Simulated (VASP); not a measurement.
# TiAl (P1) in VASP: notebook

TiAl is run at these levels: PBE; tasks: single point.

All numbers are computed with VASP 6.6.1; they aren't measurements. Logs are shortened: lines on timing, memory, paths and dates and some standing lists are left out, and cuts for length are marked.

## 1. The cell of the first run

The typed cell holds 2 atoms: a = 3.179 Å, b = 3.179 Å, c = 3.179 Å, α = 90.00°, β = 90.00°, γ = 90.00°.

## 2. Single point, PBE (one atom moved)

The input, INCAR:

```
PREC = Accurate
ENCUT = 520
EDIFF = 1E-6
ISMEAR = 0
SIGMA = 0.1
LREAL = F
LASPH = T
NELM = 80
ALGO = Fast
ISIF = 2
LWAVE = F
LCHARG = T
GGA = PE
LELF = T
LVHAR = T
NBANDS = 14
```

The input, KPOINTS:

```
Automatic mesh
0
Gamma
  12 12 12
```

The input, POSCAR:

```
TiAl
1.0
    3.1790640000      0.0000000000      0.0000000000
    0.0000000000      3.1790640000      0.0000000000
    0.0000000000      0.0000000000      3.1790640000
Ti Al
1 1
Direct
    0.0000000000      0.0000000000      0.0000000000
    0.4713311843      0.3890711228      0.5280554276
```

Potentials or basis: VASP PAW PBE potentials, release 64 (Ti_sv, Al).

Started as:

```
> cat potpaw_PBE.64/Ti_sv/POTCAR potpaw_PBE.64/Al/POTCAR > POTCAR
> mpirun -np 1 vasp_std > vasp.out
```

OUTCAR:

```text
PREC = Accurate
   ENCUT = 520
   EDIFF = 1E-6
   ISMEAR = 0
   LREAL = F
   LASPH = T
   NELM = 80
   ISIF = 2
   GGA = PE

 ion  position               nearest neighbor table
   1  0.000  0.000  0.000-   2 2.45   2 2.57   2 2.57   2 2.68   2 2.88   2 2.97   2 2.97   2 3.07

   2  0.471  0.389  0.528-   1 2.45   1 2.57   1 2.57   1 2.68   1 2.88   1 2.97   1 2.97   1 3.07

  LATTYP: Found a simple cubic cell.
 ALAT       =     3.1790640000

  Lattice vectors:

 A1 = (   3.1790640000,   0.0000000000,   0.0000000000)
 A2 = (   0.0000000000,   3.1790640000,   0.0000000000)
 A3 = (   0.0000000000,   0.0000000000,   3.1790640000)

Analysis of symmetry for initial positions (statically):
=====================================================================
 Subroutine PRICEL returns:
 Original cell was already a primitive cell.

 Routine SETGRP: Setting up the symmetry group for a
 simple cubic supercell.

 Subroutine GETGRP returns: Found  1 space group operations
 (whereof  1 operations were pure point group operations)
 out of a pool of 48 trial point group operations.

The static configuration has the point symmetry C_1 .

Analysis of symmetry for dynamics (positions and initial velocities):
=====================================================================
 Subroutine PRICEL returns:
 Original cell was already a primitive cell.

 Routine SETGRP: Setting up the symmetry group for a
 simple cubic supercell.

 Subroutine GETGRP returns: Found  1 space group operations
 (whereof  1 operations were pure point group operations)
 out of a pool of 48 trial point group operations.

The dynamic configuration has the point symmetry C_1 .

 Subroutine INISYM returns: Found  1 space group operations
 (whereof  1 operations are pure point group operations),
 and found     1 'primitive' translations

----------------------------------------------------------------------------------------

                                     Primitive cell

  volume of cell :      32.1290

  direct lattice vectors                    reciprocal lattice vectors
     3.179064000  0.000000000  0.000000000     0.314557996  0.000000000  0.000000000
     0.000000000  3.179064000  0.000000000     0.000000000  0.314557996  0.000000000
     0.000000000  0.000000000  3.179064000     0.000000000  0.000000000  0.314557996

  length of vectors
     3.179064000  3.179064000  3.179064000     0.314557996  0.314557996  0.314557996

  position of ions in fractional coordinates (direct lattice)
     0.000000000  0.000000000  0.000000000
     0.471331184  0.389071123  0.528055428

  ion indices of the primitive-cell ions
   primitive index   ion index
                 1           1
                 2           2

----------------------------------------------------------------------------------------

 KPOINTS: Automatic mesh

Automatic generation of k-mesh.
 Grid dimensions read from file:
 generate k-points for:   12   12   12

 Generating k-lattice:

  Cartesian coordinates                     Fractional coordinates (reciprocal lattice)
     0.026213166  0.000000000  0.000000000     0.083333333  0.000000000  0.000000000
     0.000000000  0.026213166  0.000000000     0.000000000  0.083333333  0.000000000
     0.000000000  0.000000000  0.026213166     0.000000000  0.000000000  0.083333333

  Length of vectors
     0.026213166  0.026213166  0.026213166

  Shift w.r.t. Gamma in fractional coordinates (k-lattice)
     0.000000000  0.000000000  0.000000000

 Subroutine IBZKPT returns following result:
 ===========================================

 Found    868 irreducible k-points:

 Following reciprocal coordinates:
            Coordinates               Weight
  0.000000  0.000000  0.000000      1.000000
  0.083333  0.000000  0.000000      2.000000
  0.000000  0.083333  0.000000      2.000000
  0.000000  0.000000  0.083333      2.000000
  0.166667  0.000000  0.000000      2.000000
  0.000000  0.166667  0.000000      2.000000
[... 16 lines left out ...]
 -0.083333  0.083333  0.000000      2.000000
 -0.083333  0.000000  0.083333      2.000000
 [... further k-points ...]
   k-points           NKPTS =    868   k-points in BZ     NKDIM =    868   number of bands    NBANDS=     14
   number of dos      NEDOS =    301   number of ions     NIONS =      2
   total plane-waves  NPLWV =  13824
   dimension x,y,z NGX =    24 NGY =   24 NGZ =   24
   dimension x,y,z NGXF=    48 NGYF=   48 NGZF=   48
   ions per type =               1   1
   NGX,Y,Z   is equivalent  to a cutoff of  12.55, 12.55, 12.55 a.u.
   NGXF,Y,Z  is equivalent  to a cutoff of  25.10, 25.10, 25.10 a.u.
 SYSTEM =  unknown system
   PREC   = accura    normal or accurate (medium, high low for compatibility)
   ISTART =      0    job   : 0-new  1-cont  2-samecut
   ICHARG =      2    charge: 1-file 2-atom 10-const
   ISPIN  =      1    spin polarized calculation?
   LNONCOLLINEAR =      F non collinear calculations
   LSORBIT =      F    spin-orbit coupling
   LASPH  =      T    aspherical Exc in radial PAW
   ENCUT  =  520.0 eV  38.22 Ry    6.18 a.u.   5.91  5.91  5.91*2*pi/ulx,y,z
   NELM   =     80;   NELMIN=  2; NELMDL= -5     # of ELM steps
   EDIFF  = 0.1E-05   stopping-criterion for ELM
   LREAL  =      F    real-space projection
   EDIFFG = 0.1E-04   stopping-criterion for IOM
   NSW    =      0    number of steps for IOM
   IBRION =     -1    ionic relax: 0-MD 1-quasi-New 2-CG
   NFREE  =      0    steps in history (QN), initial steepest desc. (CG)
   ISIF   =      2    stress and relaxation
   ISYM   =      2    0-nonsym 1-usesym 2-fastsym
   POTIM  = 0.5000    time-step for ionic-motion
   TEBEG  =    0.0;   TEEND  =   0.0 temperature during run
   PSTRESS=    0.0 pullay stress
   NELECT =      15.0000    total number of electrons
   NUPDOWN=      -1.0000    fix difference up-down
   EMIN   =  10.00;   EMAX   =-10.00  energy-range for DOS
   EFERMI =   0.00;   METHOD = LEGACY
   ISMEAR =     0;   SIGMA  =   0.10  broadening in eV -4-tet -1-fermi 0-gaus
   EFERMI_NEDOS =   21; number of points for ismear=-14 and -15
   IALGO  =     68    algorithm
   IMIX   =      4    mixing-type and parameters
     AMIX     =   0.40;   BMIX     =  1.00
     AMIX_MAG =   1.60;   BMIX_MAG =  1.00
  volume/ion in A,a.u.               =      16.06       108.41
  Fermi-wavevector in a.u.,A,eV,Ry     =   1.270007  2.399964 21.945065  1.612917
  Thomas-Fermi vector in A             =   2.403017
   LORBIT       =      0    0 simple, 1 ext, 2 COOP (PROOUT), +10 PAW based schemes
   GGA     = PE    functional components
   LHFCALC =     F    Hartree Fock is set to
   AEXX    =    0.0000 exact exchange contribution
   IVDW    =     0    specifies the selected vdW correction
   LEPSILON=     F    determine dielectric tensor
   LRPA    =     F    only Hartree local field effects (RPA)
 non-spin polarized calculation
 RMM-DIIS sequential band-by-band and
 Gauss-broadening in eV      SIGMA  =   0.10
  energy-cutoff  :      520.00
  volume of cell :       32.13
 maximum number of plane-waves:       912
   NGX = 11   NGY = 11   NGZ = 11

 number of electron      14.9999994 magnetization

 Free energy of the ion-electron system (eV)
  ---------------------------------------------------
  ext. energy  EPLUGINS =         0.00000000
  ---------------------------------------------------
  free energy    TOTEN  =       -11.65955883 eV

  energy without entropy =      -11.64644424  energy(sigma->0) =      -11.65300153

 E-fermi :   8.6858     XC(G=0): -11.0545

 val. band max:        8.6826033176   @ k =   0.1667   0.0833   0.3333
 cond. band min:       8.6868775139   @ k =   0.1667  -0.2500   0.3333
 fundamental gap:      0.0042741963
 Fermi energy:         8.6857565581

 k-point     1 :       0.0000    0.0000    0.0000
  band No.  band energies     occupation
      1     -48.1238      2.00000
      2     -24.3503      2.00000
      3     -24.3367      2.00000
      4     -24.3213      2.00000
      5      -0.4752      2.00000
      6       7.1852      2.00000
      7       7.2119      2.00000
      8      10.3455      0.00000
      9      10.5036      0.00000
     10      10.5484      0.00000
     11      13.3356      0.00000
     12      13.3370      0.00000
     13      13.5880      0.00000
     14      17.4602      0.00000

 k-point     2 :       0.0833    0.0000    0.0000
  band No.  band energies     occupation
      1     -48.1228      2.00000
      2     -24.3568      2.00000
      3     -24.3401      2.00000
      4     -24.3213      2.00000
      5      -0.3639      2.00000
      6       7.1416      2.00000
      7       7.2563      2.00000
      8      10.1741      0.00000
      9      10.3604      0.00000
     10      10.5451      0.00000
     11      12.7348      0.00000
     12      13.6013      0.00000
     13      13.9712      0.00000
     14      17.3439      0.00000

 k-point     3 :       0.0000    0.0833    0.0000
  band No.  band energies     occupation
      1     -48.1228      2.00000
      2     -24.3537      2.00000
      3     -24.3357      2.00000
      4     -24.3285      2.00000
      5      -0.3657      2.00000
      6       7.1570      2.00000
      7       7.2320      2.00000
      8      10.2522      0.00000
      9      10.3341      0.00000
     10      10.4898      0.00000
     11      12.9874      0.00000
     12      13.5819      0.00000
     13      13.6480      0.00000
     14      17.6284      0.00000
[... 324 lines left out ...]
 k-point    23 :      -0.0833    0.0833    0.0000
  band No.  band energies     occupation
      1     -48.1218      2.00000
      2     -24.3577      2.00000
      3     -24.3409      2.00000
      4     -24.3290      2.00000
      5      -0.2556      2.00000
      6       7.1689      2.00000
      7       7.2280      2.00000
      8      10.1176      0.00000
      9      10.2226      0.00000
     10      10.4160      0.00000
     11      12.7494      0.00000
     12      13.5572      0.00000
     13      13.9013      0.00000
     14      17.7164      0.00000

 k-point    24 :      -0.0833    0.0000    0.0833
  band No.  band energies     occupation
      1     -48.1218      2.00000
      2     -24.3594      2.00000
      3     -24.3469      2.00000
      4     -24.3216      2.00000
      5      -0.2535      2.00000
      6       7.1409      2.00000
      7       7.2662      2.00000
      8       9.9707      0.00000
      9      10.3335      0.00000
     10      10.4357      0.00000
     11      12.9626      0.00000
     12      13.0649      0.00000
     13      14.2995      0.00000
     14      17.3510      0.00000

 [... further k-points ...]

------------------------ aborting loop because EDIFF is reached ----------------------------------------

  FORCE on cell =-STRESS in cart. coord.  units (eV):
  Direction    XX          YY          ZZ          XY          YZ          ZX
  --------------------------------------------------------------------------------------
  -------------------------------------------------------------------------------------
  Total        1.6576012      0.4623320      1.6618932      0.5228141     -0.5121046     -0.1733113
  in kB       82.6595094     23.0550864     82.8735403     26.0711414    -25.5370933     -8.6425046
  external PRESSURE =      62.8627120 kB  Pullay stress =       0.0000000 kB

 VOLUME and BASIS-vectors are now :
 -----------------------------------------------------------------------------
  energy-cutoff  :      520.00
  volume of cell :       32.13
      direct lattice vectors                 reciprocal lattice vectors
     3.179064000  0.000000000  0.000000000     0.314557996  0.000000000  0.000000000
     0.000000000  3.179064000  0.000000000     0.000000000  0.314557996  0.000000000
     0.000000000  0.000000000  3.179064000     0.000000000  0.000000000  0.314557996

 POSITION                                       TOTAL-FORCE (eV/Angst)
 -----------------------------------------------------------------------------------
      0.00000      0.00000      0.00000        -0.749218     -2.239495      0.733788
      1.49839      1.23688      1.67872         0.749218      2.239495     -0.733788
 -----------------------------------------------------------------------------------
    total drift:                               -0.000210     -0.001444      0.000217

  FREE ENERGIE OF THE ION-ELECTRON SYSTEM (eV)
  ---------------------------------------------------
  free  energy   TOTEN  =       -11.6595588322 eV

  energy  without entropy=      -11.6464442374  energy(sigma->0) =      -11.65300153
```

Wall time 8.9 min (1 thread of Intel Xeon 8259CL, shared host); peak memory 0.49 GiB.

What came out:

| Item | Value |
| --- | --- |
| Free energy | -11.6596 eV |
| Pressure | 6.3 GPa |
| Largest force | 2.473 eV/Å |
| Band gap on the k mesh | zero (an odd number of electrons rules out a gap without spin polarisation) |

Forces on the atoms (eV/Å):
```
Ti  -0.749 -2.239  0.734
Al   0.749  2.239 -0.734
```

Levels at points of the mesh, in eV from the Fermi level:
```csv
k point,band 6,band 7,band 8,band 9,band 10,band 11
"(0.00, 0.00, 0.00)",-1.50,-1.47,1.66,1.82,1.86,4.65
"(0.50, 0.00, 0.00)",-5.06,-0.61,0.05,0.31,2.02,3.01
"(0.00, 0.50, 0.00)",-5.01,-0.68,0.24,0.26,1.93,3.10
"(0.00, 0.00, 0.50)",-5.06,-0.61,0.05,0.31,2.02,3.01
"(0.50, 0.50, 0.00)",-2.29,-2.04,-1.12,0.56,0.80,2.77
"(0.00, 0.50, 0.50)",-2.29,-2.04,-1.12,0.56,0.80,2.77
"(0.50, 0.00, 0.50)",-2.09,-2.07,-1.24,0.92,0.95,2.78
"(0.50, 0.50, 0.50)",-2.95,-2.94,0.72,2.81,2.81,2.85
```

Caveat: the cell differs from its parent crystal (one atom moved); the cell stands under pressure; forces of over 1 eV/Å act on the atoms, so gaps and moduli don't describe the material at rest.

## 3. Single point, PBE (atoms moved at random and the cell strained at random)

The input, INCAR:

```
ALGO     = Fast           # electronic algorithm
EDIFF    = 1E-6           # SCF threshold, eV
ENCUT    = 520            # plane-wave cutoff, eV
GGA      = PE             # functional
ISIF     = 2              # what is computed and relaxed
ISMEAR   = 0              # smearing method
LASPH    = True           # aspherical terms in the spheres
LCHARG   = False          # write CHGCAR
LREAL    = False          # projectors in reciprocal space
LWAVE    = False          # write WAVECAR
NBANDS   = 14             # bands
NELM     = 60             # most SCF steps
PREC     = Accurate       # precision mode
SIGMA    = 0.1            # smearing width, eV
```

The input, KPOINTS:

```
k-points
0
Gamma
  12 12 12
```

The input, POSCAR:

```
TiAl
1.0
    3.2947501390      0.0228574702      0.0541076693
    0.0228574702      3.2228715019      0.0635812800
    0.0541076693      0.0635812800      3.2156232360
Ti Al
1 1
Direct
   -0.0363754866      0.0253219187      0.0161840089
    0.5363754866      0.4746780813      0.4838159911
```

Potentials or basis: VASP PAW PBE potentials, release 64 (Ti_sv, Al).

Started as:

```
> cat potpaw_PBE.64/Ti_sv/POTCAR potpaw_PBE.64/Al/POTCAR > POTCAR
> mpirun -np 1 vasp_std > vasp.out
```

It took 9.7 min on 1 thread of Intel Xeon 8259CL, shared host; peak memory 0.51 GiB.

It converged, with:

```yaml
Free_energy: -11.7988 eV
Pressure: -1.7 GPa
Largest_force: 1.874 eV/Å
Band_gap_on_the_k_mesh: zero (an odd number of electrons rules out a gap without spin polarisation)
```

Forces in eV/Å, atoms in the order of the input:
```
Ti   1.460 -0.963 -0.672
Al  -1.460  0.963  0.672
```

Stress tensor (GPa, compression positive):
```
-1.90 -2.79 -3.39
-2.79 -1.79 -0.85
-3.39 -0.85 -1.40
```

Levels at points of the mesh, in eV from the Fermi level:
| k point | band 5 | band 6 | band 7 | band 8 | band 9 | band 10 |
| --- | --- | --- | --- | --- | --- | --- |
| (0.00, 0.00, 0.00) | -8.91 | -1.35 | -1.30 | 1.54 | 1.58 | 1.85 |
| (0.50, 0.00, 0.00) | -6.04 | -4.93 | -0.59 | 0.17 | 0.37 | 1.88 |
| (0.00, 0.50, 0.00) | -5.82 | -4.88 | -0.53 | 0.02 | 0.32 | 1.83 |
| (0.50, 0.50, 0.00) | -4.80 | -2.20 | -2.06 | -1.17 | 0.66 | 0.82 |
| (0.00, 0.00, 0.50) | -5.79 | -4.88 | -0.53 | 0.05 | 0.26 | 1.84 |
| (0.50, 0.00, 0.50) | -4.81 | -2.25 | -1.99 | -1.16 | 0.68 | 0.84 |
| (0.00, 0.50, 0.50) | -4.71 | -2.20 | -1.75 | -1.19 | 0.66 | 0.71 |
| (0.50, 0.50, 0.50) | -2.93 | -2.90 | -2.73 | 0.36 | 2.45 | 2.58 |

Caveat: the cell differs from its parent crystal (atoms moved at random and the cell strained at random); forces of over 1 eV/Å act on the atoms, so gaps and moduli don't describe the material at rest.
